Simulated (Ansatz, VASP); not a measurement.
# One calculation of ZrB2, two programs

```
Zr B
1.0
     3.22650    0.00000    0.00000
    -1.61325    2.79423    0.00000
     0.00000    0.00000    3.60520
Zr B
1 2
Direct
  0.00000 0.00000 0.00000
  0.33333 0.66667 0.50000
  0.66667 0.33333 0.50000
```

Alike in both runs: task single point; functional LDA; k mesh 15 × 15 × 12; occupations gaussian, width 0.15 eV; no spin polarisation.

|  | VASP | Ansatz |
| --- | --- | --- |
| version | VASP 6.6.1 | Ansatz 0.2.0 |
| potentials or method | VASP PAW LDA potentials, release 64 (Zr_sv, B), cutoff 520 eV | scalar-relativistic, plane waves, PAW |
| valence electrons in the cell | 18 | 18 |

|  | VASP | Ansatz | Ansatz less VASP |
| --- | --- | --- | --- |
| gap on the k mesh at the Fermi level (eV) | none | none | - |
| pressure (GPa) | -19.6 | -20.0 | -0.39 |
| traceless stress, the component that is largest in VASP (GPa) | 0.58 | 0.57 | -0.013 |

LDA's correlation is that of Perdew and Zunger in VASP and of Perdew and Wang (1992) in Ansatz. A gap of «none» marks a metal or a gap that the smearing closes.
